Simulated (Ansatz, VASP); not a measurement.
# One calculation of Tl, two programs

```
Tl
1.0
     3.45600    0.00000    0.00000
    -1.72800    2.99298    0.00000
     0.00000    0.00000    5.52500
Tl
2
Cartesian
  1.7280 0.9977 4.1438
  0.0000 1.9953 1.3813
```

Alike in both runs: functional r2SCAN; k mesh 9 × 9 × 5; occupations tetrahedron; no spin polarisation.

|  | VASP | Ansatz |
| --- | --- | --- |
| version | VASP 6.6.1 | Ansatz 0.2.0 |
| potentials or method | VASP PAW PBE potentials, release 64 (Tl_d) | SPMS NC |
| plane-wave cutoff (eV) | 520 | 381 |
| valence electrons in the cell | 26 | 26 |
| task | single point | electron localisation function |

```csv
,VASP,Ansatz,Ansatz less VASP
gap on the k mesh at the Fermi level (eV),none,none,-
pressure (GPa),2.0,0.5,-1.49
"traceless stress, the component that is largest in VASP (GPa)",0.10,-0.21,-0.307
```

VASP's potentials were made for PBE, not for r2SCAN. A gap of «none» marks a metal or a gap that the smearing closes. With one functional, cell and mesh, what is left measures potentials, basis and numerics.

Neither program's run includes spin-orbit coupling. Noted on Ansatz's run: the meta-GGA runs on potentials made for a GGA.
